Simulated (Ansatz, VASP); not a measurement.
One calculation of BN, two programs

```
B N
1.0
     0.00000    1.80750    1.75327
     1.80750    0.00000    1.75327
     1.80750    1.80750    0.00000
B N
1 1
Cartesian
  0.0000 0.0000 0.0000
  0.9038 0.9038 0.8766
```

Change from the starting cell: z stretched by -3 %, ions relaxed.

Alike in both runs: task relaxation of the atoms; functional PBE; k mesh 14 × 14 × 14; occupations fermi-dirac, width 0.02 eV; no spin polarisation.

|  | VASP | Ansatz |
| --- | --- | --- |
| version | VASP 6.6.1 | Ansatz 0.2.0 |
| potentials or method | VASP PAW PBE potentials, release 64 (B, N) | plane-wave PAW, scalar-relativistic |
| plane-wave cutoff (eV) | 520 | 420 |
| valence electrons in the cell | 8 | 8 |

```csv
,VASP,Ansatz,Ansatz less VASP
"gap on the k mesh at the Fermi level, each at its own relaxed structure (eV)",3.94,3.95,+0.009
```

Ansatz's warnings: stress scf threshold loose.

Noted on VASP's run: the relaxation stopped at its first step, so nothing moved.
